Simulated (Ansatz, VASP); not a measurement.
Two plane-wave programs on NiO

```
Ni O
1.0
     0.00000    2.08590    2.08590
     2.08590    0.00000    2.08590
     2.08590    2.08590    0.00000
Ni O
1 1
Direct
  0.00000 0.00000 0.00000
  0.50000 0.50000 0.50000
```

Alike in both runs: task single point; functional PBEsol; k mesh 6 × 6 × 6; occupations fermi-dirac, width 0.1 eV; non-collinear spin, spin-orbit coupling.

|  | VASP | Ansatz |
| --- | --- | --- |
| version | VASP 6.6.1 | Ansatz 0.2.0 |
| potentials or method | VASP PAW PBE potentials, release 64 (Ni, O), cutoff 520 eV | plane waves, PAW |
| valence electrons in the cell | 16 | 24 |

```csv
,VASP,Ansatz,Ansatz less VASP
net moment per atom (μB),0.79,0.00,-0.795
```

The net moments are unlike, so the other rows may belong to different states. VASP's potentials were made for PBE, not for PBEsol. VASP's potentials hold 16 valence electrons a cell and Ansatz's 24, so a difference there can come from the potentials and not from the codes. Ansatz's warnings: seeded moment not kept.

The k mesh is coarse, so the values compare programs but aren't converged.
